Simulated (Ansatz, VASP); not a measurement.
## Two plane-wave programs on Ag

```
Ag
1.0
     0.00000    2.05190    2.05190
     2.05190    0.00000    2.05190
     2.05190    2.05190    0.00000
Ag
1
Cartesian
  0.0000 0.0000 0.0000
```

Alike in both runs: task single point; functional r2SCAN; k mesh 5 × 5 × 5; occupations fermi-dirac, width 0.1 eV; no spin polarisation.

```csv
,VASP,Ansatz
version,VASP 6.6.1,Ansatz 0.2.0
potentials or method,"VASP PAW PBE potentials, release 64 (Ag), cutoff 520 eV","plane waves (500 eV) with PAW, scalar-relativistic"
valence electrons in the cell,11,19
```

VASP gave:

```
pressure (GPa) : -0.8
```

Task: What did Ansatz give for the same quantities?

Result: Pressure (GPa): -1.0.

VASP's potentials were made for PBE, not for r2SCAN. With one functional, cell and mesh, what is left measures potentials, basis and numerics. VASP's potentials hold 11 valence electrons a cell and Ansatz's 19, so a difference there can come from the potentials and not from the codes.

The k mesh is coarse, so the values compare programs but aren't converged.
